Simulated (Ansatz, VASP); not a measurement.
**One calculation of Si, two programs**

Contents of INCAR:

```
PREC = Accurate
ENCUT = 520
EDIFF = 1E-7
ISMEAR = 1
SIGMA = 0.02
LREAL = F
LASPH = T
NELM = 100
ALGO = Normal
ISIF = 2
LWAVE = F
LCHARG = F
GGA = PE
NBANDS = 26
```

KPOINTS

```
Automatic mesh
0
Gamma
  8 8 8
```

The input POSCAR:

```
Si
1.0
   -3.3109000000      3.3109000000      3.3109000000
    3.3109000000     -3.3109000000      3.3109000000
    3.3109000000      3.3109000000     -3.3109000000
Si
8
Direct
    0.2060000000      0.2060000000      0.2060000000
    0.5000000000      0.0000000000      0.2940000000
    0.2940000000      0.5000000000      0.0000000000
    0.0000000000      0.2940000000      0.5000000000
    0.7940000000      0.7940000000      0.7940000000
    0.5000000000      0.0000000000      0.7060000000
    0.7060000000      0.5000000000      0.0000000000
    0.0000000000      0.7060000000      0.5000000000
```

Input for Ansatz:

```yaml
crystal:
  lattice:
    - [-3.3109, 3.3109, 3.3109]
    - [3.3109, -3.3109, 3.3109]
    - [3.3109, 3.3109, -3.3109]
  atoms:
    - { symbol: Si, position: [0.206, 0.206, 0.206] }
    - { symbol: Si, position: [0.5, 0.0, 0.294] }
    - { symbol: Si, position: [0.294, 0.5, 0.0] }
    - { symbol: Si, position: [0.0, 0.294, 0.5] }
    - { symbol: Si, position: [0.794, 0.794, 0.794] }
    - { symbol: Si, position: [0.5, 0.0, 0.706] }
    - { symbol: Si, position: [0.706, 0.5, 0.0] }
    - { symbol: Si, position: [0.0, 0.706, 0.5] }
basis:
  ecutwfc: 420
kpoints:
  mp_grid: { grid: [8, 8, 8] }
hamiltonian:
  xc: pbe
scf:
  occupations: { method: cold, width: 0.02 }
output:
  forces: true
  stress: true
  eigenvalues: true
```

Alike in both runs: task single point; functional PBE; k mesh 8 × 8 × 8; no spin polarisation.

|  | VASP | Ansatz |
| --- | --- | --- |
| version | VASP 6.6.1 | Ansatz 0.2.0 |
| potentials or method | VASP PAW PBE potentials, release 64 (Si), cutoff 520 eV | scalar-relativistic, plane waves, PAW |
| occupations | methfessel-paxton of order 1, width 0.02 eV | cold, width 0.02 eV |
| valence electrons in the cell | 32 | 32 |

VASP gave:

- gap on the k mesh at the Fermi level (eV): none
- pressure (GPa): 0.9
- rms of the force components (eV/Å): 0.114

Problem. What did Ansatz give for the same quantities?

Solution. gap on the k mesh at the Fermi level (eV): none; pressure (GPa): 1.0; rms of the force components (eV/Å): 0.113.

Atom by atom the forces differ by 0.002 eV/Å (rms over components). A gap of «none» marks a metal or a gap that the smearing closes.
